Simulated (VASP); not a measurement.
# Ge3W5 (I4/mcm) in VASP: single point with PBE

Aim: the single point of Ge3W5 with PBE.

All numbers are computed with VASP 6.6.1; they aren't measurements. Logs are shortened: lines on timing, memory, paths and dates and some standing lists are left out, and cuts for length are marked.

### 1 The cell of the first run

Symmetry: I4/mcm, No. 140, tetragonal system. Conventional cell: a = 9.904 Å, b = 9.904 Å, c = 5.059 Å, α = 90.00°, β = 90.00°, γ = 90.00°. Within 3.4 Å of Ge (site symmetry m2m) lie 10 W at 2.61 to 2.87 Å and 2 Ge at 3.39 Å. Within 3.3 Å of Ge (site symmetry 422) lie 2 Ge at 2.53 Å and 8 W at 2.71 Å. Within 3.4 Å of W (site symmetry m) lie 6 Ge at 2.61 to 2.87 Å and 9 W at 2.73 to 3.40 Å. W (site symmetry -42m) has 10 W at 2.53 to 3.04 Å and 4 Ge at 2.69 Å within 3.3 Å.

### 2 Single point, PBE

The input, INCAR:

```
SYSTEM = Ge3W5
PREC = Accurate
ENCUT = 620
EDIFF = 1E-6
ISMEAR = 0
SIGMA = 0.1
LREAL = .False.
LASPH = .True.
NELM = 120
ALGO = Normal
ISIF = 2
LWAVE = .False.
LCHARG = .False.
GGA = PE
NBANDS = 126
GGA_COMPAT = .False.
KPAR = 8
```

The input, KPOINTS:

```
regular mesh
0
Gamma
  4 4 4
  0 0 0
```

The input, POSCAR:

```
Ge3W5
1.0
   -4.9521130000      4.9521130000      2.5296120000
    4.9521130000     -4.9521130000      2.5296120000
    4.9521130000      4.9521130000     -2.5296120000
Ge W
6 10
Direct
    0.1696125000      0.6696125000      0.8392250000
    0.8303875000      0.3303875000      0.1607750000
    0.6696125000      0.8303875000      0.5000000000
    0.3303875000      0.1696125000      0.5000000000
    0.7500000000      0.7500000000      0.0000000000
    0.2500000000      0.2500000000      0.0000000000
    0.0743580000      0.2307630000      0.3051210000
    0.9256420000      0.7692370000      0.6948790000
    0.5743580000      0.2692370000      0.8435950000
    0.4256420000      0.7307630000      0.1564050000
    0.7692370000      0.0743580000      0.8435950000
    0.2307630000      0.9256420000      0.1564050000
    0.7307630000      0.5743580000      0.3051210000
    0.2692370000      0.4256420000      0.6948790000
    0.7500000000      0.2500000000      0.5000000000
    0.2500000000      0.7500000000      0.5000000000
```

Potentials or basis: VASP PAW PBE potentials, release 64 (Ge_d, W_sv).

The run is started by

```
> cat potpaw_PBE.64/Ge_d/POTCAR potpaw_PBE.64/W_sv/POTCAR > POTCAR
> mpirun -np 8 vasp_std > vasp.out
```

OUTCAR:

```text
SYSTEM = Ge3W5
   PREC = Accurate
   ENCUT = 620
   EDIFF = 1E-6
   ISMEAR = 0
   LREAL = .False.
   LASPH = .True.
   NELM = 120
   ISIF = 2
   GGA = PE

 ion  position               nearest neighbor table
   1  0.170  0.670  0.839-  10 2.61  12 2.61   8 2.61  14 2.61  15 2.69  16 2.69  11 2.87   9 2.87
                            11 2.87   9 2.87
   2  0.830  0.330  0.161-   9 2.61  11 2.61   7 2.61  13 2.61  15 2.69  16 2.69  10 2.87  12 2.87
                            10 2.87  12 2.87
   3  0.670  0.830  0.500-   8 2.61  13 2.61  11 2.61  10 2.61  15 2.69  16 2.69   7 2.87  14 2.87
                            14 2.87   7 2.87
   4  0.330  0.170  0.500-   7 2.61  14 2.61  12 2.61   9 2.61  15 2.69  16 2.69  13 2.87   8 2.87
                             8 2.87  13 2.87
   5  0.750  0.750  0.000-   6 2.53   6 2.53  11 2.71  10 2.71  12 2.71   9 2.71   8 2.71  13 2.71
                            14 2.71   7 2.71
   6  0.250  0.250  0.000-   5 2.53   5 2.53  12 2.71   9 2.71  10 2.71  11 2.71   8 2.71  13 2.71
                            14 2.71   7 2.71
   7  0.074  0.231  0.305-   4 2.61   2 2.61   5 2.71   6 2.71  14 2.73   3 2.87   3 2.87  10 2.93
                            10 2.93  15 3.04  16 3.04  13 3.35  13 3.35  11 3.40  12 3.40
   8  0.926  0.769  0.695-   3 2.61   1 2.61   5 2.71   6 2.71  13 2.73   4 2.87   4 2.87   9 2.93
                             9 2.93  15 3.04  16 3.04  14 3.35  14 3.35  12 3.40  11 3.40
   9  0.574  0.269  0.844-   2 2.61   4 2.61   6 2.71   5 2.71  11 2.73   1 2.87   1 2.87   8 2.93
                             8 2.93  16 3.04  15 3.04  12 3.35  12 3.35  13 3.40  14 3.40
  10  0.426  0.731  0.156-   1 2.61   3 2.61   5 2.71   6 2.71  12 2.73   2 2.87   2 2.87   7 2.93
                             7 2.93  15 3.04  16 3.04  11 3.35  11 3.35  14 3.40  13 3.40
  11  0.769  0.074  0.844-   2 2.61   3 2.61   5 2.71   6 2.71   9 2.73   1 2.87   1 2.87  14 2.93
                            14 2.93  16 3.04  15 3.04  10 3.35  10 3.35   7 3.40   8 3.40
  12  0.231  0.926  0.156-   1 2.61   4 2.61   6 2.71   5 2.71  10 2.73   2 2.87   2 2.87  13 2.93
                            13 2.93  15 3.04  16 3.04   9 3.35   9 3.35   8 3.40   7 3.40
  13  0.731  0.574  0.305-   3 2.61   2 2.61   5 2.71   6 2.71   8 2.73   4 2.87   4 2.87  12 2.93
                            12 2.93  15 3.04  16 3.04   7 3.35   7 3.35   9 3.40  10 3.40
  14  0.269  0.426  0.695-   4 2.61   1 2.61   5 2.71   6 2.71   7 2.73   3 2.87   3 2.87  11 2.93
                            11 2.93  15 3.04  16 3.04   8 3.35   8 3.35  10 3.40   9 3.40
  15  0.750  0.250  0.500-  16 2.53  16 2.53   3 2.69   4 2.69   1 2.69   2 2.69   7 3.04  13 3.04
                            14 3.04   8 3.04  12 3.04  10 3.04  11 3.04   9 3.04
  16  0.250  0.750  0.500-  15 2.53  15 2.53   3 2.69   4 2.69   1 2.69   2 2.69   8 3.04   7 3.04
                            13 3.04  14 3.04  11 3.04   9 3.04  12 3.04  10 3.04

  LATTYP: Found a body centered tetragonal cell.
 ALAT       =     9.9042260000
 C/A-ratio  =     0.5108146765

  Lattice vectors:

 A1 = (  -4.9521130000,   4.9521130000,   2.5296120000)
 A2 = (   4.9521130000,  -4.9521130000,   2.5296120000)
 A3 = (   4.9521130000,   4.9521130000,  -2.5296120000)

Analysis of symmetry for initial positions (statically):
=====================================================================
 Subroutine PRICEL returns:
 Original cell was already a primitive cell.

 Routine SETGRP: Setting up the symmetry group for a
 body centered tetragonal supercell.

 Subroutine GETGRP returns: Found 16 space group operations
 (whereof  8 operations were pure point group operations)
 out of a pool of 16 trial point group operations.

The static configuration has the point symmetry C_4h.
 The point group associated with its full space group is D_4h.

Analysis of symmetry for dynamics (positions and initial velocities):
=====================================================================
 Subroutine PRICEL returns:
 Original cell was already a primitive cell.

 Routine SETGRP: Setting up the symmetry group for a
 body centered tetragonal supercell.

 Subroutine GETGRP returns: Found 16 space group operations
 (whereof  8 operations were pure point group operations)
 out of a pool of 16 trial point group operations.

The dynamic configuration has the point symmetry C_4h.
 The point group associated with its full space group is D_4h.

 Subroutine INISYM returns: Found 16 space group operations
 (whereof  8 operations are pure point group operations),
 and found     1 'primitive' translations

----------------------------------------------------------------------------------------

                                     Primitive cell

  volume of cell :     248.1390

[... 61 lines left out ...]
     0.055488358  0.055488358  0.035697226

  Shift w.r.t. Gamma in fractional coordinates (k-lattice)
     0.000000000  0.000000000  0.000000000

 Subroutine IBZKPT returns following result:
 ===========================================

 Found     13 irreducible k-points:

 Following reciprocal coordinates:
            Coordinates               Weight
  0.000000  0.000000  0.000000      1.000000
  0.250000 -0.000000  0.000000      8.000000
  0.500000 -0.000000  0.000000      4.000000
  0.250000  0.250000  0.000000      8.000000
  0.500000  0.250000  0.000000     16.000000
 -0.250000  0.250000  0.000000      4.000000
  0.500000  0.500000  0.000000      2.000000
  0.250000  0.250000  0.250000      2.000000
 -0.250000  0.250000  0.250000      4.000000
  0.500000  0.500000  0.250000      4.000000
 -0.250000  0.500000  0.250000      8.000000
 -0.250000 -0.250000  0.250000      2.000000
  0.500000  0.500000  0.500000      1.000000
   k-points           NKPTS =     13   k-points in BZ     NKDIM =     13   number of bands    NBANDS=    126
   number of dos      NEDOS =    301   number of ions     NIONS =     16
   total plane-waves  NPLWV = 216000
   dimension x,y,z NGX =    60 NGY =   60 NGZ =   60
   dimension x,y,z NGXF=   120 NGYF=  120 NGZF=  120
   ions per type =               6  10
   NGX,Y,Z   is equivalent  to a cutoff of  13.40, 13.40, 13.40 a.u.
   NGXF,Y,Z  is equivalent  to a cutoff of  26.79, 26.79, 26.79 a.u.
 SYSTEM =  Ge3W5
   PREC   = accura    normal or accurate (medium, high low for compatibility)
   ISTART =      0    job   : 0-new  1-cont  2-samecut
   ICHARG =      2    charge: 1-file 2-atom 10-const
   ISPIN  =      1    spin polarized calculation?
   LNONCOLLINEAR =      F non collinear calculations
   LSORBIT =      F    spin-orbit coupling
   LASPH  =      T    aspherical Exc in radial PAW
   ENCUT  =  620.0 eV  45.57 Ry    6.75 a.u.  15.12 15.12 15.12*2*pi/ulx,y,z
   NELM   =    120;   NELMIN=  2; NELMDL= -5     # of ELM steps
   EDIFF  = 0.1E-05   stopping-criterion for ELM
   LREAL  =      F    real-space projection
   EDIFFG = 0.1E-04   stopping-criterion for IOM
   NSW    =      0    number of steps for IOM
   IBRION =     -1    ionic relax: 0-MD 1-quasi-New 2-CG
   NFREE  =      0    steps in history (QN), initial steepest desc. (CG)
   ISIF   =      2    stress and relaxation
   ISYM   =      2    0-nonsym 1-usesym 2-fastsym
   POTIM  = 0.5000    time-step for ionic-motion
   TEBEG  =    0.0;   TEEND  =   0.0 temperature during run
   PSTRESS=    0.0 pullay stress
   NELECT =     224.0000    total number of electrons
   NUPDOWN=      -1.0000    fix difference up-down
   EMIN   =  10.00;   EMAX   =-10.00  energy-range for DOS
   EFERMI =   0.00;   METHOD = LEGACY
   ISMEAR =     0;   SIGMA  =   0.10  broadening in eV -4-tet -1-fermi 0-gaus
   EFERMI_NEDOS =   21; number of points for ismear=-14 and -15
   IALGO  =     38    algorithm
   IMIX   =      4    mixing-type and parameters
     AMIX     =   0.40;   BMIX     =  1.00
     AMIX_MAG =   1.60;   BMIX_MAG =  1.00
  volume/ion in A,a.u.               =      15.51       104.66
  Fermi-wavevector in a.u.,A,eV,Ry     =   1.582192  2.989909 34.059891  2.503331
  Thomas-Fermi vector in A             =   2.682153
   LORBIT       =      0    0 simple, 1 ext, 2 COOP (PROOUT), +10 PAW based schemes
   GGA     = PE    functional components
   LHFCALC =     F    Hartree Fock is set to
   AEXX    =    0.0000 exact exchange contribution
   IVDW    =     0    specifies the selected vdW correction
   LEPSILON=     F    determine dielectric tensor
   LRPA    =     F    only Hartree local field effects (RPA)
 non-spin polarized calculation
 Gauss-broadening in eV      SIGMA  =   0.10
  energy-cutoff  :      620.00
  volume of cell :      248.14
 maximum number of plane-waves:      8738
   NGX = 31   NGY = 31   NGZ = 31

 number of electron     223.9999998 magnetization

 Free energy of the ion-electron system (eV)
  ---------------------------------------------------
  ext. energy  EPLUGINS =         0.00000000
  ---------------------------------------------------
  free energy    TOTEN  =      -153.41398081 eV

  energy without entropy =     -153.36460209  energy(sigma->0) =     -153.38929145

 E-fermi :  11.1041     XC(G=0): -13.2313

 val. band max:       11.0863001647   @ k =   0.5000   0.2500   0.0000
 cond. band min:      11.1095897189   @ k =  -0.2500   0.5000   0.2500
 fundamental gap:      0.0232895542
 Fermi energy:        11.1041057557

 k-point     1 :       0.0000    0.0000    0.0000
  band No.  band energies     occupation
      1     -63.3919      2.00000
      2     -63.3762      2.00000
      3     -63.3762      2.00000
      4     -63.3608      2.00000
      5     -63.3520      2.00000
      6     -63.3396      2.00000
[... 1640 lines left out ...]
    123      13.1597      0.00000
    124      13.1680      0.00000
 [bands above 124 left out]

------------------------ aborting loop because EDIFF is reached ----------------------------------------

  FORCE on cell =-STRESS in cart. coord.  units (eV):
  Direction    XX          YY          ZZ          XY          YZ          ZX
  --------------------------------------------------------------------------------------
  -------------------------------------------------------------------------------------
  Total       -1.5598951     -1.5598951      0.0963758      0.0000000     -0.0000000      0.0000000
  in kB      -10.0718903    -10.0718903      0.6222771      0.0000000     -0.0000000      0.0000000
  external PRESSURE =      -6.5071679 kB  Pullay stress =       0.0000000 kB

 VOLUME and BASIS-vectors are now :
 -----------------------------------------------------------------------------
  energy-cutoff  :      620.00
  volume of cell :      248.14
      direct lattice vectors                 reciprocal lattice vectors
    -4.952113000  4.952113000  2.529612000     0.000000000  0.100967001  0.197658771
     4.952113000 -4.952113000  2.529612000     0.100967001  0.000000000  0.197658771
     4.952113000  4.952113000 -2.529612000     0.100967001  0.100967001  0.000000000

 POSITION                                       TOTAL-FORCE (eV/Angst)
 -----------------------------------------------------------------------------------
      6.63199      1.67988      0.00000         0.085056      0.085056     -0.000000
     -1.67988      3.27223      2.52961        -0.085056     -0.085056      0.000000
      3.27223      1.67988      2.52961        -0.085056      0.085056      0.000000
      1.67988      3.27223      0.00000         0.085056     -0.085056     -0.000000
      0.00000      0.00000      3.79442        -0.000000     -0.000000     -0.000000
      0.00000      0.00000      1.26481        -0.000000     -0.000000     -0.000000
[... 8 lines left out ...]
      0.00000      4.95211      1.26481        -0.000000     -0.000000     -0.000000
      4.95211      0.00000      1.26481        -0.000000     -0.000000     -0.000000
 -----------------------------------------------------------------------------------
    total drift:                               -0.000000      0.000000     -0.000000

  FREE ENERGIE OF THE ION-ELECTRON SYSTEM (eV)
  ---------------------------------------------------
  free  energy   TOTEN  =      -153.4139808108 eV

  energy  without entropy=     -153.3646020932  energy(sigma->0) =     -153.38929145
```

Wall time 4.1 min (8 MPI ranks of Intel Xeon Platinum 8259CL at 2.50GHz (Skylake/Cascade Lake), shared host); peak memory 0.68 GiB.

Results:

```yaml
Free_energy: -153.4140 eV
Pressure: -0.7 GPa
Largest_force: 0.120 eV/Å
Band_gap_on_the_k_mesh: zero (bands 112 and 113 overlap by 0.38 eV)
```

Forces in eV/Å, atoms in the order of the input:
```
Ge   0.085  0.085  0.000
Ge  -0.085 -0.085  0.000
Ge  -0.085  0.085  0.000
Ge   0.085 -0.085  0.000
Ge   0.000  0.000  0.000
Ge   0.000  0.000  0.000
W    0.017  0.007  0.000
W   -0.017 -0.007  0.000
W   -0.017  0.007  0.000
W    0.017 -0.007  0.000
W    0.007 -0.017  0.000
W   -0.007  0.017  0.000
W    0.007  0.017  0.000
W   -0.007 -0.017  0.000
W    0.000  0.000  0.000
W    0.000  0.000  0.000
```

Caveat: spin-orbit coupling is left out, which moves the levels of the heavy elements.

The gap in the log of VASP goes by the Fermi energy; the results here count the filled bands.